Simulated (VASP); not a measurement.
# Pt (Im-3m) in VASP: further runs

The runs below take Pt through single point, with LDA.

Program: VASP 6.6.1. These are calculated values, not measurements. Logs are shortened: lines on timing, memory, paths and dates and some standing lists are left out, and cuts for length are marked.

## Step 1: The cell of the first run

Symmetry: Im-3m, No. 229, cubic system. Conventional cell: a = 3.142 Å, b = 3.142 Å, c = 3.142 Å, α = 90.00°, β = 90.00°, γ = 90.00°. Within 3.6 Å of Pt (site symmetry m-3m) lie 14 Pt at 2.72 to 3.14 Å.

## Step 2: Single point, LDA

INCAR

```
SYSTEM = Pt
ALGO = Fast
EDIFF = 1E-6
ENCUT = 520
ISIF = 2
ISMEAR = 0
LASPH = .TRUE.
LCHARG = .TRUE.
LELF = .TRUE.
LREAL = .FALSE.
LVHAR = .TRUE.
LWAVE = .FALSE.
NBANDS = 11
NELM = 60
PREC = Accurate
SIGMA = 0.15
```

KPOINTS

```
k-points
0
G
  22 22 22
  0 0 0
```

POSCAR

```
Pt
1.0
   -1.5709942720      1.5709942720      1.5709942720
    1.5709942720     -1.5709942720      1.5709942720
    1.5709942720      1.5709942720     -1.5709942720
Pt
1
Direct
    0.0000000000      0.0000000000      0.0000000000
```

Potentials or basis: VASP PAW LDA potentials, release 64 (Pt).

On the command line:

```
$ cat potpaw_LDA.64/Pt/POTCAR > POTCAR
$ mpirun -np 1 vasp_std > vasp.out
```

OUTCAR:

```text
SYSTEM = Pt
   EDIFF = 1E-6
   ENCUT = 520
   ISIF = 2
   ISMEAR = 0
   LASPH = .TRUE.
   LREAL = .FALSE.
   NELM = 60
   PREC = Accurate

 ion  position               nearest neighbor table
   1  0.000  0.000  0.000-

  LATTYP: Found a body centered cubic cell.
 ALAT       =     3.1419885440

  Lattice vectors:

 A1 = (  -1.5709942720,   1.5709942720,   1.5709942720)
 A2 = (   1.5709942720,  -1.5709942720,   1.5709942720)
 A3 = (   1.5709942720,   1.5709942720,  -1.5709942720)

Analysis of symmetry for initial positions (statically):
=====================================================================
 Subroutine PRICEL returns:
 Original cell was already a primitive cell.

 Routine SETGRP: Setting up the symmetry group for a
 body centered cubic supercell.

 Subroutine GETGRP returns: Found 48 space group operations
 (whereof 48 operations were pure point group operations)
 out of a pool of 48 trial point group operations.

The static configuration has the point symmetry O_h .

Analysis of symmetry for dynamics (positions and initial velocities):
=====================================================================
 Subroutine PRICEL returns:
 Original cell was already a primitive cell.

 Routine SETGRP: Setting up the symmetry group for a
 body centered cubic supercell.

 Subroutine GETGRP returns: Found 48 space group operations
 (whereof 48 operations were pure point group operations)
 out of a pool of 48 trial point group operations.

The dynamic configuration has the point symmetry O_h .

 Subroutine INISYM returns: Found 48 space group operations
 (whereof 48 operations are pure point group operations),
 and found     1 'primitive' translations

----------------------------------------------------------------------------------------

                                     Primitive cell

  volume of cell :      15.5090

  direct lattice vectors                    reciprocal lattice vectors
    -1.570994272  1.570994272  1.570994272     0.000000000  0.318269779  0.318269779
     1.570994272 -1.570994272  1.570994272     0.318269779  0.000000000  0.318269779
     1.570994272  1.570994272 -1.570994272     0.318269779  0.318269779  0.000000000

  length of vectors
     2.721041898  2.721041898  2.721041898     0.450101438  0.450101438  0.450101438

  position of ions in fractional coordinates (direct lattice)
     0.000000000  0.000000000  0.000000000

  ion indices of the primitive-cell ions
   primitive index   ion index
                 1           1

----------------------------------------------------------------------------------------

 KPOINTS: k-points

Automatic generation of k-mesh.
 Grid dimensions read from file:
 generate k-points for:   22   22   22

 Generating k-lattice:

  Cartesian coordinates                     Fractional coordinates (reciprocal lattice)
     0.000000000  0.014466808  0.014466808     0.045454545  0.000000000  0.000000000
     0.014466808  0.000000000  0.014466808     0.000000000  0.045454545  0.000000000
     0.014466808  0.014466808  0.000000000     0.000000000  0.000000000  0.045454545

  Length of vectors
     0.020459156  0.020459156  0.020459156

  Shift w.r.t. Gamma in fractional coordinates (k-lattice)
     0.000000000  0.000000000  0.000000000

 Subroutine IBZKPT returns following result:
 ===========================================

 Found    328 irreducible k-points:

 Following reciprocal coordinates:
            Coordinates               Weight
  0.000000  0.000000  0.000000      1.000000
  0.045455  0.000000  0.000000     12.000000
  0.090909  0.000000  0.000000     12.000000
  0.136364  0.000000  0.000000     12.000000
  0.181818  0.000000  0.000000     12.000000
  0.227273  0.000000  0.000000     12.000000
[... 16 lines left out ...]
  0.090909  0.090909  0.000000     24.000000
  0.136364  0.090909  0.000000     48.000000
 [... further k-points ...]
   k-points           NKPTS =    328   k-points in BZ     NKDIM =    328   number of bands    NBANDS=     11
   number of dos      NEDOS =    301   number of ions     NIONS =      1
   total plane-waves  NPLWV =   8000
   dimension x,y,z NGX =    20 NGY =   20 NGZ =   20
   dimension x,y,z NGXF=    40 NGYF=   40 NGZF=   40
   ions per type =               1
   NGX,Y,Z   is equivalent  to a cutoff of  12.22, 12.22, 12.22 a.u.
   NGXF,Y,Z  is equivalent  to a cutoff of  24.44, 24.44, 24.44 a.u.
 SYSTEM =  Pt
   PREC   = accura    normal or accurate (medium, high low for compatibility)
   ISTART =      0    job   : 0-new  1-cont  2-samecut
   ICHARG =      2    charge: 1-file 2-atom 10-const
   ISPIN  =      1    spin polarized calculation?
   LNONCOLLINEAR =      F non collinear calculations
   LSORBIT =      F    spin-orbit coupling
   LASPH  =      T    aspherical Exc in radial PAW
   ENCUT  =  520.0 eV  38.22 Ry    6.18 a.u.   5.06  5.06  5.06*2*pi/ulx,y,z
   NELM   =     60;   NELMIN=  2; NELMDL= -5     # of ELM steps
   EDIFF  = 0.1E-05   stopping-criterion for ELM
   LREAL  =      F    real-space projection
   EDIFFG = 0.1E-04   stopping-criterion for IOM
   NSW    =      0    number of steps for IOM
   IBRION =     -1    ionic relax: 0-MD 1-quasi-New 2-CG
   NFREE  =      0    steps in history (QN), initial steepest desc. (CG)
   ISIF   =      2    stress and relaxation
   ISYM   =      2    0-nonsym 1-usesym 2-fastsym
   POTIM  = 0.5000    time-step for ionic-motion
   TEBEG  =    0.0;   TEEND  =   0.0 temperature during run
   PSTRESS=    0.0 pullay stress
   NELECT =      10.0000    total number of electrons
   NUPDOWN=      -1.0000    fix difference up-down
   EMIN   =  10.00;   EMAX   =-10.00  energy-range for DOS
   EFERMI =   0.00;   METHOD = LEGACY
   ISMEAR =     0;   SIGMA  =   0.15  broadening in eV -4-tet -1-fermi 0-gaus
   EFERMI_NEDOS =   21; number of points for ismear=-14 and -15
   IALGO  =     68    algorithm
   IMIX   =      4    mixing-type and parameters
     AMIX     =   0.40;   BMIX     =  1.00
     AMIX_MAG =   1.60;   BMIX_MAG =  1.00
  volume/ion in A,a.u.               =      15.51       104.66
  Fermi-wavevector in a.u.,A,eV,Ry     =   1.414317  2.672672 27.215650  2.000294
  Thomas-Fermi vector in A             =   2.535872
   LORBIT       =      0    0 simple, 1 ext, 2 COOP (PROOUT), +10 PAW based schemes
   GGA     = CA    functional components
   LHFCALC =     F    Hartree Fock is set to
   AEXX    =    0.0000 exact exchange contribution
   IVDW    =     0    specifies the selected vdW correction
   LEPSILON=     F    determine dielectric tensor
   LRPA    =     F    only Hartree local field effects (RPA)
 non-spin polarized calculation
 RMM-DIIS sequential band-by-band and
 Gauss-broadening in eV      SIGMA  =   0.15
  energy-cutoff  :      520.00
  volume of cell :       15.51
 maximum number of plane-waves:       430
   NGX = 11   NGY = 11   NGZ = 11

 number of electron      10.0000000 magnetization

 number of electron       9.9999997 magnetization

 Free energy of the ion-electron system (eV)
  ---------------------------------------------------
  ext. energy  EPLUGINS =         0.00000000
  ---------------------------------------------------
  free energy    TOTEN  =        -7.37623768 eV

  energy without entropy =       -7.36346707  energy(sigma->0) =       -7.36985237

 E-fermi :  10.3672     XC(G=0): -13.5207

 val. band max:       10.3660759404   @ k =  -0.3636   0.5000   0.1818
 cond. band min:      10.3682090410   @ k =  -0.3636   0.4545   0.0909
 fundamental gap:      0.0021331006
 Fermi energy:        10.3671795573

 k-point     1 :       0.0000    0.0000    0.0000
  band No.  band energies     occupation
      1       0.6762      2.00000
      2       6.7826      2.00000
      3       6.7826      2.00000
      4       6.7826      2.00000
      5       9.3892      2.00000
      6       9.3892      2.00000
      7      27.4540      0.00000
      8      27.4540      0.00000
      9      27.4540      0.00000
     10      37.7872      0.00000
     11      37.7961      0.00000

 k-point     2 :       0.0455    0.0000    0.0000
  band No.  band energies     occupation
      1       0.7623      2.00000
      2       6.7482      2.00000
      3       6.7830      2.00000
      4       6.8523      2.00000
      5       9.3429      2.00000
      6       9.3914      2.00000
      7      27.4990      0.00000
      8      27.5367      0.00000
      9      27.5820      0.00000
     10      36.2185      0.00000
     11      36.7395      0.00000

 k-point     3 :       0.0909    0.0000    0.0000
  band No.  band energies     occupation
      1       1.0161      2.00000
      2       6.6490      2.00000
      3       6.7802      2.00000
      4       7.0588      2.00000
      5       9.2228      2.00000
      6       9.3988      2.00000
      7      27.5974      0.00000
      8      27.7161      0.00000
      9      27.9599      0.00000
     10      34.7290      0.00000
     11      35.2248      0.00000

 k-point     4 :       0.1364    0.0000    0.0000
  band No.  band energies     occupation
      1       1.4215      2.00000
      2       6.4965      2.00000
      3       6.7672      2.00000
      4       7.3959      2.00000
      5       9.0779      2.00000
      6       9.4135      2.00000
      7      27.6266      0.00000
      8      27.7490      0.00000
      9      28.5702      0.00000
     10      33.6439      0.00000
     11      33.8029      0.00000

 k-point     5 :       0.1818    0.0000    0.0000
  band No.  band energies     occupation
      1       1.9461      2.00000
      2       6.3075      2.00000
      3       6.7495      2.00000
      4       7.8523      2.00000
      5       8.9663      2.00000
      6       9.4381      2.00000
      7      27.2045      0.00000
      8      27.3979      0.00000
      9      29.3857      0.00000
     10      32.9867      0.00000
     11      33.1723      0.00000
[... 211 lines left out ...]
 k-point    21 :       0.4091    0.0455    0.0000
  band No.  band energies     occupation
      1       3.6968      2.00000
      2       5.3900      2.00000
      3       8.9357      2.00000
      4       9.4102      2.00000
      5      10.0040      1.99938
      6      11.4513      0.00000
      7      17.9438      0.00000
      8      23.9197      0.00000
      9      26.6527      0.00000
     10      34.5132      0.00000
     11      35.1207      0.00000

 k-point    22 :       0.4545    0.0455   -0.0000
  band No.  band energies     occupation
      1       3.6820      2.00000
      2       5.3393      2.00000
      3       9.1587      2.00000
      4       9.4738      2.00000
      5      10.3918      0.81675
      6      11.8443      0.00000
      7      16.9474      0.00000
      8      23.6990      0.00000
      9      26.1818      0.00000
     10      34.4204      0.00000
     11      35.5358      0.00000

 k-point    23 :       0.0909    0.0909    0.0000
  band No.  band energies     occupation
      1       1.6586      2.00000
      2       6.4981      2.00000
      3       6.6178      2.00000
      4       7.6523      2.00000
      5       8.9732      2.00000
      6       9.4591      2.00000
      7      27.5917      0.00000
      8      28.0118      0.00000
      9      28.4883      0.00000
     10      32.4080      0.00000
     11      34.0577      0.00000

 k-point    24 :       0.1364    0.0909    0.0000
  band No.  band energies     occupation
      1       2.1739      2.00000
      2       6.3372      2.00000
      3       6.5452      2.00000
      4       8.1449      2.00000
      5       8.8555      2.00000
      6       9.5119      2.00000
      7      27.2378      0.00000
      8      27.4255      0.00000
      9      29.0619      0.00000
     10      31.4886      0.00000
     11      33.3773      0.00000

 [... further k-points ...]
[... 5 lines left out ...]
  --------------------------------------------------------------------------------------
  -------------------------------------------------------------------------------------
  Total       -0.9306475     -0.9306475     -0.9306475      0.0000000      0.0000000      0.0000000
  in kB      -96.1417490    -96.1417490    -96.1417490      0.0000000      0.0000000      0.0000000
  external PRESSURE =     -96.1417490 kB  Pullay stress =       0.0000000 kB

 VOLUME and BASIS-vectors are now :
 -----------------------------------------------------------------------------
  energy-cutoff  :      520.00
  volume of cell :       15.51
      direct lattice vectors                 reciprocal lattice vectors
    -1.570994272  1.570994272  1.570994272     0.000000000  0.318269779  0.318269779
     1.570994272 -1.570994272  1.570994272     0.318269779  0.000000000  0.318269779
     1.570994272  1.570994272 -1.570994272     0.318269779  0.318269779  0.000000000

 POSITION                                       TOTAL-FORCE (eV/Angst)
 -----------------------------------------------------------------------------------
      0.00000      0.00000      0.00000        -0.000000      0.000000      0.000000
 -----------------------------------------------------------------------------------
    total drift:                                0.000000     -0.000000      0.000000

  FREE ENERGIE OF THE ION-ELECTRON SYSTEM (eV)
  ---------------------------------------------------
  free  energy   TOTEN  =        -7.3762376754 eV

  energy  without entropy=       -7.3634670667  energy(sigma->0) =       -7.36985237
```

It took 40 s on 1 thread of Intel Xeon Platinum 8488C (Sapphire Rapids), shared host; peak memory 0.16 GiB.

Results:

```
Free energy            : -7.3762 eV
Pressure               : -9.6 GPa
Band gap on the k mesh : zero (band 5 reaches 11.43 eV, above the bottom of band 6 at 9.23 eV)
```

Caveat: spin-orbit coupling is left out, which moves the levels of the heavy elements.

## Step 3: Single point, LDA

This run uses another cell than the first one, of 16.11 Å³/atom, 1.038 times its volume.

INCAR

```
SYSTEM = Pt
  ALGO = Normal
  EDIFF = 1E-7
  ENCUT = 520
  ISIF = 2
  ISMEAR = 0
  LASPH = .TRUE.
  LCHARG = .FALSE.
  LREAL = .FALSE.
  LWAVE = .FALSE.
  NBANDS = 11
  NELM = 100
  PREC = Accurate
  SIGMA = 0.15
```

KPOINTS is that of step 2.

POSCAR

```
Pt
1.0
   -1.5908659234      1.5908659234      1.5908659234
    1.5908659234     -1.5908659234      1.5908659234
    1.5908659234      1.5908659234     -1.5908659234
Pt
1
Direct
    0.0000000000      0.0000000000      0.0000000000
```

Potentials or basis: VASP PAW LDA potentials, release 64 (Pt).

On the command line:

```
$ cat potpaw_LDA.64/Pt/POTCAR > POTCAR
$ mpirun -np 1 vasp_std > vasp.out
```

Wall time 33 s (1 thread of Intel Xeon Platinum 8488C (Sapphire Rapids), shared host); peak memory 0.17 GiB.

Results (log left out):

```
Free energy            : -7.3250 eV
Pressure               : -17.8 GPa
Band gap on the k mesh : zero (band 5 reaches 10.68 eV, above the bottom of band 6 at 8.63 eV)
```

Levels at points of the mesh, in eV from the Fermi level:
```csv
k point,band 1,band 2,band 3,band 4,band 5,band 6,band 7,band 8,band 9,band 10
"(0.00, 0.00, 0.00)",-9.31,-3.39,-3.39,-3.39,-0.92,-0.92,17.09,17.09,17.09,26.95
"(0.50, 0.00, 0.00)",-6.39,-4.77,-1.11,-0.61,0.34,1.03,6.14,13.25,15.63,23.87
"(0.50, 0.50, 0.50)",-5.86,-5.86,0.52,0.52,0.52,7.60,7.60,7.60,12.47,18.86
```

Caveat: spin-orbit coupling is left out, which moves the levels of the heavy elements.

## Step 4: Single point, LDA

This run uses another cell than the first one, of 16.70 Å³/atom, 1.077 times its volume.

INCAR

```
ALGO = Fast
EDIFF = 1E-6
ENCUT = 520
ISIF = 2
ISMEAR = 0
LASPH = True
LCHARG = False
LREAL = False
LWAVE = False
NBANDS = 11
NELM = 60
PREC = Accurate
SIGMA = 0.15
```

KPOINTS

```
k-points
0
Gamma
  22 22 22
```

POSCAR

```
Pt
1.0
   -1.6102853037      1.6102853037      1.6102853037
    1.6102853037     -1.6102853037      1.6102853037
    1.6102853037      1.6102853037     -1.6102853037
Pt
1
Direct
    0.0000000000      0.0000000000      0.0000000000
```

On the command line:

```
$ cat potpaw_LDA.64/Pt/POTCAR > POTCAR
$ mpirun -np 1 vasp_std > vasp.out
```

It took 38 s on 1 thread of Intel Xeon Platinum 8488C (Sapphire Rapids), shared host; peak memory 0.18 GiB.

It converged, with:

```yaml
Free_energy: -7.2468 eV
Pressure: -24.1 GPa
Band_gap_on_the_k_mesh: zero (band 5 reaches 10.01 eV, above the bottom of band 6 at 8.06 eV)
```

Levels at points of the mesh, in eV from the Fermi level:
```tsv
k point	band 1	band 2	band 3	band 4	band 5	band 6	band 7	band 8	band 9	band 10
(0.00, 0.00, 0.00)	-8.95	-3.20	-3.20	-3.20	-0.86	-0.86	17.09	17.09	17.09	26.35
(0.50, 0.00, 0.00)	-6.06	-4.50	-1.05	-0.58	0.45	0.95	5.84	13.23	15.32	23.67
(0.50, 0.50, 0.50)	-5.53	-5.53	0.48	0.48	0.48	7.52	7.52	7.52	11.95	18.36
```

Caveat: spin-orbit coupling is left out, which moves the levels of the heavy elements.

## Step 5: Summary

| cell | gap on the mesh (eV) | pressure (GPa) |
| --- | --- | --- |
| a = 2.721 Å, angles 109.5°, 1 atom | none | -9.6 |
| a = 2.755 Å, angles 109.5°, 1 atom | none | -17.8 |
| a = 2.789 Å, angles 109.5°, 1 atom | none | -24.1 |

Alike in all rows: task single point; level LDA; potentials or basis VASP PAW LDA potentials, release 64 (Pt); no spin polarisation; k mesh 22 × 22 × 22; cutoff (eV) 520; smearing gaussian 0.15 eV.

Caveats: spin-orbit coupling is left out, which moves the levels of the heavy elements.

Total energies depend on the potentials used, so only differences within one code and one set of settings carry meaning.
